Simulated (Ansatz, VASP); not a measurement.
SnO2 in VASP and in Ansatz

```xyz
6
Lattice="4.8428 0.0000 0.0000 0.0000 4.8434 0.0000 0.0000 0.0000 3.2717" Properties=species:S:1:pos:R:3 pbc="T T T"
Sn    2.4214    2.4217    1.6359
Sn    0.0000    0.0000    0.0000
O     1.4916    1.4920    0.0000
O     3.9130    0.9297    1.6359
O     0.9298    3.9137    1.6359
O     3.3512    3.3514    0.0000
```

Change from the starting cell: volume 12.790 Å^3 an atom, stretch along a over the lengths across it, relative to the relaxed cell 1.0000.

Alike in both runs: functional LDA; k mesh 6 × 6 × 10; occupations gaussian, width 0.05 eV; no spin polarisation.

Ansatz relaxed the structure, and its values are those at the end. VASP's run is a single point on that final structure, the one shown.

```csv
,VASP,Ansatz
version,VASP 6.6.1,Ansatz 0.2.0
potentials or method,"VASP PAW LDA potentials, release 64 (Sn_d, O), cutoff 520 eV","scalar-relativistic, plane waves, PAW"
valence electrons in the cell,52,52
```

VASP gave:

* gap on the k mesh at the Fermi level (eV): 0.39
* least direct gap on the mesh (eV): 0.39
* pressure (GPa): -12.5
* rms of the force components (eV/Å): 0.014

Question: Which values does Ansatz return?

Answer: gap on the k mesh at the Fermi level (eV): 0.36; least direct gap on the mesh (eV): 0.36; pressure (GPa): -13.5; rms of the force components (eV/Å): 0.001.

Ansatz warns that its potentials were made for another functional, while VASP's fit it. LDA's correlation is that of Perdew and Zunger in VASP and of Perdew and Wang (1992) in Ansatz. Ansatz's warnings: stress scf threshold loose.
